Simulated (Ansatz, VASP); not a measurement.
**ZnO in VASP and in Ansatz**

```
Zn O
1.0
     3.18681    0.00000    0.00000
    -1.59341    2.75986    0.00000
     0.00000    0.00000    5.28964
Zn O
2 2
Direct
  0.33333 0.66667 0.00157
  0.66667 0.33333 0.50157
  0.33333 0.66667 0.37343
  0.66667 0.33333 0.87343
```

Change from the starting cell: epitaxial_xy strain -1.5%.

Alike in both runs: task single point; functional r2SCAN; k mesh 12 × 12 × 6; no spin polarisation.

|  | VASP | Ansatz |
| --- | --- | --- |
| version | VASP 6.6.1 | Ansatz 0.2.0 |
| potentials or method | VASP PAW PBE potentials, release 64 (Zn, O) | plane waves, PAW |
| plane-wave cutoff (eV) | 520 | 500 |
| occupations | gaussian, width 0.01 eV | fixed |
| valence electrons in the cell | 36 | 36 |

|  | VASP | Ansatz | Ansatz less VASP |
| --- | --- | --- | --- |
| gap on the k mesh at the Fermi level (eV) | 1.22 | 1.22 | +0.002 |
| pressure (GPa) | 3.3 | 2.3 | -1.06 |
| traceless stress, the component that is largest in VASP (GPa) | -2.31 | -2.27 | +0.044 |

VASP's potentials were made for PBE, not for r2SCAN.
